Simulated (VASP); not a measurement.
Runs of VASP 6.6.1 on Ga. The structure is that of space group Im-3m (No. 229), or close to it. The cells are those of the table. 

```csv
task,cell,cutoff (eV),gap on the mesh (eV),pressure (GPa)
single point,"a = 2.921 Å, angles 109.5°, 1 atom",520,none,(a)
single point,"a = 2.602 Å, angles 109.5°, 1 atom",520,none,39.3
relaxation of cell and atoms,"relaxed to 39 GPa from a = 2.602 Å, angles 109.5°, 1 atom",600,none,39.0
relaxation of cell and atoms,"relaxed from a = 2.912 Å, angles 109.5°, 1 atom",600,none,0.0
```

Alike in all rows: level PBE; potentials or basis VASP PAW PBE potentials, release 64 (Ga_d); no spin polarisation; k mesh 18 × 18 × 18; smearing fermi-dirac 0.1 eV.

Question: Estimate the missing entries.

Answer: (a) 0.1.

Caveats: the cell is relaxed towards a set pressure, so the enthalpy falls and the energy may rise (some runs).

A k mesh can miss the band edges, and the runs leave out spin-orbit coupling on Ga.

A gap of «none» marks levels without a gap at the run's occupations.
